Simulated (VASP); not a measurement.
# YS2 (Fd-3m) in VASP: notebook

YS2 is run at these levels: PBE; tasks: single point.

Program: VASP 6.6.1. These are calculated values, not measurements. Logs are shortened: lines on timing, memory, paths and dates and some standing lists are left out, and cuts for length are marked.

## 1. The cell of the first run

Symmetry: Fd-3m, No. 227, cubic system. The conventional cell has a = 7.503 Å, b = 7.503 Å, c = 7.503 Å, α = 90.00°, β = 90.00°, γ = 90.00°. Within 4.1 Å of Y (site symmetry -43m) lie 12 S at 3.11 Å and 4 Y at 3.25 Å. Within 3.5 Å of S (site symmetry -3m) lie 6 S at 2.65 Å and 6 Y at 3.11 Å.

## 2. Single point, PBE

Contents of INCAR:

```
SYSTEM = YS2
ALGO = Normal ; EDIFF = 1E-6
ENCUT = 520 ; GGA = PE
ISIF = 2 ; ISMEAR = -1
LASPH = .True. ; LCHARG = .False.
LREAL = .False. ; LWAVE = .False.
NBANDS = 32 ; NELM = 100
PREC = Accurate ; SIGMA = 0.05
```

Contents of KPOINTS:

```
k-points
0
Gamma
  4 4 4
  0 0 0
```

Contents of POSCAR:

```
YS2
1.0
    0.0000000000      3.7514105537      3.7514105537
    3.7514105537      0.0000000000      3.7514105537
    3.7514105537      3.7514105537      0.0000000000
Y S
2 4
Direct
    0.0000000000      0.0000000000      0.0000000000
    0.2500000000      0.2500000000      0.2500000000
    0.6250000000      0.6250000000      0.6250000000
    0.1250000000      0.6250000000      0.6250000000
    0.6250000000      0.1250000000      0.6250000000
    0.6250000000      0.6250000000      0.1250000000
```

Potentials or basis: VASP PAW PBE potentials, release 64 (Y_sv, S).

Launch:

```console
> cat potpaw_PBE.64/Y_sv/POTCAR potpaw_PBE.64/S/POTCAR > POTCAR
> mpirun -np 1 vasp_std > vasp.out
```

OUTCAR:

```text
SYSTEM = YS2
   EDIFF = 1E-6
   ENCUT = 520
   GGA = PE
   ISIF = 2
   ISMEAR = -1
   LASPH = .True.
   LREAL = .False.
   NELM = 100
   PREC = Accurate

 ion  position               nearest neighbor table
   1  0.000  0.000  0.000-   3 3.11   5 3.11   6 3.11   3 3.11   4 3.11   6 3.11   3 3.11   4 3.11
                             5 3.11   4 3.11   5 3.11   6 3.11   2 3.25   2 3.25   2 3.25   2 3.25
   2  0.250  0.250  0.250-   4 3.11   5 3.11   6 3.11   3 3.11   4 3.11   5 3.11   3 3.11   4 3.11
                             6 3.11   3 3.11   5 3.11   6 3.11   1 3.25   1 3.25   1 3.25   1 3.25
   3  0.625  0.625  0.625-   4 2.65   5 2.65   6 2.65   6 2.65   5 2.65   4 2.65   1 3.11   2 3.11
                             1 3.11   2 3.11   1 3.11   2 3.11
   4  0.125  0.625  0.625-   3 2.65   6 2.65   5 2.65   3 2.65   5 2.65   6 2.65   2 3.11   1 3.11
                             1 3.11   2 3.11   2 3.11   1 3.11
   5  0.625  0.125  0.625-   3 2.65   6 2.65   3 2.65   4 2.65   6 2.65   4 2.65   2 3.11   1 3.11
                             2 3.11   2 3.11   1 3.11   1 3.11
   6  0.625  0.625  0.125-   3 2.65   3 2.65   4 2.65   5 2.65   5 2.65   4 2.65   1 3.11   2 3.11
                             1 3.11   2 3.11   1 3.11   2 3.11

  LATTYP: Found a face centered cubic cell.
 ALAT       =     7.5028211074

  Lattice vectors:

 A1 = (   0.0000000000,   3.7514105537,   3.7514105537)
 A2 = (   3.7514105537,   0.0000000000,   3.7514105537)
 A3 = (   3.7514105537,   3.7514105537,   0.0000000000)

Analysis of symmetry for initial positions (statically):
=====================================================================
 Subroutine PRICEL returns:
 Original cell was already a primitive cell.

 Routine SETGRP: Setting up the symmetry group for a
 face centered cubic supercell.

 Subroutine GETGRP returns: Found 48 space group operations
 (whereof 24 operations were pure point group operations)
 out of a pool of 48 trial point group operations.

The static configuration has the point symmetry T_d .
 The point group associated with its full space group is O_h .

Analysis of symmetry for dynamics (positions and initial velocities):
=====================================================================
 Subroutine PRICEL returns:
 Original cell was already a primitive cell.

 Routine SETGRP: Setting up the symmetry group for a
 face centered cubic supercell.

 Subroutine GETGRP returns: Found 48 space group operations
 (whereof 24 operations were pure point group operations)
 out of a pool of 48 trial point group operations.

The dynamic configuration has the point symmetry T_d .
 The point group associated with its full space group is O_h .

 Subroutine INISYM returns: Found 48 space group operations
 (whereof 24 operations are pure point group operations),
 and found     1 'primitive' translations

----------------------------------------------------------------------------------------

                                     Primitive cell

  volume of cell :     105.5878

  direct lattice vectors                    reciprocal lattice vectors
     0.000000000  3.751410554  3.751410554    -0.133283199  0.133283199  0.133283199
     3.751410554  0.000000000  3.751410554     0.133283199 -0.133283199  0.133283199
     3.751410554  3.751410554  0.000000000     0.133283199  0.133283199 -0.133283199

  length of vectors
     5.305295683  5.305295683  5.305295683     0.230853273  0.230853273  0.230853273

  position of ions in fractional coordinates (direct lattice)
     0.000000000  0.000000000  0.000000000
     0.250000000  0.250000000  0.250000000
     0.625000000  0.625000000  0.625000000
     0.125000000  0.625000000  0.625000000
     0.625000000  0.125000000  0.625000000
     0.625000000  0.625000000  0.125000000

  ion indices of the primitive-cell ions
   primitive index   ion index
                 1           1
                 2           2
                 3           3
                 4           4
                 5           5
                 6           6

----------------------------------------------------------------------------------------

 KPOINTS: k-points

Automatic generation of k-mesh.
 Grid dimensions read from file:
 generate k-points for:    4    4    4

 Generating k-lattice:

  Cartesian coordinates                     Fractional coordinates (reciprocal lattice)
    -0.033320800  0.033320800  0.033320800     0.250000000  0.000000000  0.000000000
     0.033320800 -0.033320800  0.033320800     0.000000000  0.250000000  0.000000000
     0.033320800  0.033320800 -0.033320800     0.000000000  0.000000000  0.250000000

  Length of vectors
     0.057713318  0.057713318  0.057713318

  Shift w.r.t. Gamma in fractional coordinates (k-lattice)
     0.000000000  0.000000000  0.000000000

 Subroutine IBZKPT returns following result:
 ===========================================

 Found      8 irreducible k-points:

 Following reciprocal coordinates:
            Coordinates               Weight
  0.000000  0.000000  0.000000      1.000000
  0.250000  0.000000  0.000000      8.000000
  0.500000  0.000000  0.000000      4.000000
  0.250000  0.250000  0.000000      6.000000
  0.500000  0.250000  0.000000     24.000000
 -0.250000  0.250000  0.000000     12.000000
  0.500000  0.500000  0.000000      3.000000
 -0.250000  0.500000  0.250000      6.000000
   k-points           NKPTS =      8   k-points in BZ     NKDIM =      8   number of bands    NBANDS=     32
   number of dos      NEDOS =    301   number of ions     NIONS =      6
   total plane-waves  NPLWV =  64000
   dimension x,y,z NGX =    40 NGY =   40 NGZ =   40
   dimension x,y,z NGXF=    80 NGYF=   80 NGZF=   80
   ions per type =               2   4
   NGX,Y,Z   is equivalent  to a cutoff of  12.53, 12.53, 12.53 a.u.
   NGXF,Y,Z  is equivalent  to a cutoff of  25.07, 25.07, 25.07 a.u.
 SYSTEM =  YS2
   PREC   = accura    normal or accurate (medium, high low for compatibility)
   ISTART =      0    job   : 0-new  1-cont  2-samecut
   ICHARG =      2    charge: 1-file 2-atom 10-const
   ISPIN  =      1    spin polarized calculation?
   LNONCOLLINEAR =      F non collinear calculations
   LSORBIT =      F    spin-orbit coupling
   LASPH  =      T    aspherical Exc in radial PAW
   ENCUT  =  520.0 eV  38.22 Ry    6.18 a.u.   9.86  9.86  9.86*2*pi/ulx,y,z
   NELM   =    100;   NELMIN=  2; NELMDL= -5     # of ELM steps
   EDIFF  = 0.1E-05   stopping-criterion for ELM
   LREAL  =      F    real-space projection
   EDIFFG = 0.1E-04   stopping-criterion for IOM
   NSW    =      0    number of steps for IOM
   IBRION =     -1    ionic relax: 0-MD 1-quasi-New 2-CG
   NFREE  =      0    steps in history (QN), initial steepest desc. (CG)
   ISIF   =      2    stress and relaxation
   ISYM   =      2    0-nonsym 1-usesym 2-fastsym
   POTIM  = 0.5000    time-step for ionic-motion
   TEBEG  =    0.0;   TEEND  =   0.0 temperature during run
   PSTRESS=    0.0 pullay stress
   NELECT =      46.0000    total number of electrons
   NUPDOWN=      -1.0000    fix difference up-down
   EMIN   =  10.00;   EMAX   =-10.00  energy-range for DOS
   EFERMI =   0.00;   METHOD = LEGACY
   ISMEAR =    -1;   SIGMA  =   0.05  broadening in eV -4-tet -1-fermi 0-gaus
   EFERMI_NEDOS =   21; number of points for ismear=-14 and -15
   IALGO  =     38    algorithm
   IMIX   =      4    mixing-type and parameters
     AMIX     =   0.40;   BMIX     =  1.00
     AMIX_MAG =   1.60;   BMIX_MAG =  1.00
  volume/ion in A,a.u.               =      17.60       118.76
  Fermi-wavevector in a.u.,A,eV,Ry     =   1.241051  2.345246 20.955785  1.540207
  Thomas-Fermi vector in A             =   2.375465
   LORBIT       =      0    0 simple, 1 ext, 2 COOP (PROOUT), +10 PAW based schemes
   GGA     = PE    functional components
   LHFCALC =     F    Hartree Fock is set to
   AEXX    =    0.0000 exact exchange contribution
   IVDW    =     0    specifies the selected vdW correction
   LEPSILON=     F    determine dielectric tensor
   LRPA    =     F    only Hartree local field effects (RPA)
 non-spin polarized calculation
  energy-cutoff  :      520.00
  volume of cell :      105.59
 maximum number of plane-waves:      2874
   NGX = 19   NGY = 19   NGZ = 19

 number of electron      46.0000003 magnetization

 Free energy of the ion-electron system (eV)
  ---------------------------------------------------
  ext. energy  EPLUGINS =         0.00000000
  ---------------------------------------------------
  free energy    TOTEN  =       -29.50440196 eV

  energy without entropy =      -29.45621197  energy(sigma->0) =      -29.48030697

 E-fermi :   7.9873     XC(G=0): -11.1407

 val. band max:        7.9373572823   @ k =   0.5000   0.5000   0.0000
 cond. band min:       7.9877559316   @ k =   0.5000   0.2500   0.0000
 fundamental gap:      0.0503986493
 Fermi energy:         7.9872631329

 k-point     1 :       0.0000    0.0000    0.0000
  band No.  band energies     occupation
      1     -35.4844      2.00000
      2     -35.3416      2.00000
      3     -15.6445      2.00000
      4     -15.6445      2.00000
      5     -15.6445      2.00000
      6     -15.2891      2.00000
[... 24 lines left out ...]
     31      11.5383      0.00000
     32      11.5383      0.00000

 k-point     2 :       0.2500    0.0000    0.0000
  band No.  band energies     occupation
      1     -35.4695      2.00000
      2     -35.3566      2.00000
      3     -15.6719      2.00000
      4     -15.6719      2.00000
      5     -15.6660      2.00000
      6     -15.2953      2.00000
[... 24 lines left out ...]
     31      10.9833      0.00000
     32      11.6073      0.00000
[... 173 lines left out ...]
     31      11.2196      0.00000
     32      11.2196      0.00000

 k-point     8 :      -0.2500    0.5000    0.2500
  band No.  band energies     occupation
      1     -35.4131      2.00000
      2     -35.4131      2.00000
      3     -15.7650      2.00000
      4     -15.7650      2.00000
      5     -15.4785      2.00000
      6     -15.4785      2.00000
[... 24 lines left out ...]
     31      11.3585      0.00000
     32      11.3585      0.00000

------------------------ aborting loop because EDIFF is reached ----------------------------------------

  FORCE on cell =-STRESS in cart. coord.  units (eV):
  Direction    XX          YY          ZZ          XY          YZ          ZX
  --------------------------------------------------------------------------------------
  -------------------------------------------------------------------------------------
  Total        6.0626628      6.0626628      6.0626628      0.0000000      0.0000000     -0.0000000
  in kB       91.9941509     91.9941509     91.9941509      0.0000000      0.0000000     -0.0000000
  external PRESSURE =      91.9941509 kB  Pullay stress =       0.0000000 kB

 VOLUME and BASIS-vectors are now :
 -----------------------------------------------------------------------------
  energy-cutoff  :      520.00
  volume of cell :      105.59
      direct lattice vectors                 reciprocal lattice vectors
     0.000000000  3.751410554  3.751410554    -0.133283199  0.133283199  0.133283199
     3.751410554  0.000000000  3.751410554     0.133283199 -0.133283199  0.133283199
     3.751410554  3.751410554  0.000000000     0.133283199  0.133283199 -0.133283199

 POSITION                                       TOTAL-FORCE (eV/Angst)
 -----------------------------------------------------------------------------------
      0.00000      0.00000      0.00000        -0.000000     -0.000000     -0.000000
      1.87571      1.87571      1.87571         0.000000      0.000000      0.000000
      4.68926      4.68926      4.68926         0.000000      0.000000      0.000000
      4.68926      2.81356      2.81356        -0.000000      0.000000      0.000000
      2.81356      4.68926      2.81356         0.000000      0.000000      0.000000
      2.81356      2.81356      4.68926        -0.000000      0.000000      0.000000
 -----------------------------------------------------------------------------------
    total drift:                               -0.000000     -0.000000      0.000000

  FREE ENERGIE OF THE ION-ELECTRON SYSTEM (eV)
  ---------------------------------------------------
  free  energy   TOTEN  =       -29.5044019635 eV

  energy  without entropy=      -29.4562119705  energy(sigma->0) =      -29.48030697
```

Wall time 33 s (1 thread of AMD EPYC 7R13 (Zen 3), shared host); peak memory 0.22 GiB.

What came out:

* Free energy: -29.5044 eV
* Pressure: 9.2 GPa
* Band gap on the k mesh: zero (band 23 reaches 8.55 eV, above the bottom of band 24 at 7.70 eV)

Caveat: the k points lie up to 0.36 Å⁻¹ apart.

(Continued in part 2 of 3.)
